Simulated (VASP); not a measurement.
Runs of VASP 6.6.1 on Mn. It takes space group Fm-3m (No. 225, cubic). The conventional cell has a = 3.490 Å, b = 3.490 Å, c = 3.490 Å, α = 90.00°, β = 90.00°, γ = 90.00°. Mn (site symmetry m-3m) has 12 Mn at 2.47 Å within 3.3 Å. 

```csv
potentials or basis,spin,fixed moment (μB),cutoff (eV),second run,gap on the mesh (eV),pressure (GPa),moment (μB)
"VASP PAW PBE potentials, release 64 (Mn_pv)","collinear, ferromagnetic start",1.35,520,-,-,16.5,1.35
"VASP PAW PBE potentials, release 64 (Mn_pv)","collinear, zero start",0.0,520,-,-,(a),0.00
"VASP PAW PBE potentials, release 64 (Mn_pv)","collinear, ferromagnetic start",0.34,520,-,-,3.9,0.34
"VASP PAW PBE potentials, release 64 (Mn_pv)","collinear, ferromagnetic start",-,520,-,none,2.9,0.08
"VASP PAW PBE potentials, release 64 (Mn_pv)","collinear, ferromagnetic start",1.69,520,-,-,23.3,1.69
"VASP PAW PBE potentials, release 64 (Mn_pv)","collinear, ferromagnetic start",2.36,520,-,-,40.9,2.36
"VASP PAW PBE potentials, release 64 (Mn_pv)","collinear, ferromagnetic start",0.67,520,-,-,6.2,0.67
"VASP PAW PBE potentials, release 64 (Mn_sv)","collinear, ferromagnetic start",-,600,valence_matched,none,0.1,(b)
"VASP PAW PBE potentials, release 64 (Mn_pv)","collinear, ferromagnetic start",1.01,520,-,-,10.6,1.01
"VASP PAW PBE potentials, release 64 (Mn_pv)","collinear, ferromagnetic start",2.7,520,-,-,51.6,2.70
"VASP PAW PBE potentials, release 64 (Mn_pv)","collinear, ferromagnetic start",2.02,520,-,-,31.5,2.02
```

Alike in all rows: task single point; level PBE; cell as given; k mesh 13 × 13 × 13; smearing fermi-dirac 0.05 eV.

Question: Fill in the values left out.

Answer: (a) 3.3; (b) 0.07.

Caveats: the total moment is fixed, so each spin has its own Fermi level (some runs).

A gap of «none» marks levels without a gap at the run's occupations.

The runs don't all hold the same shells in valence.
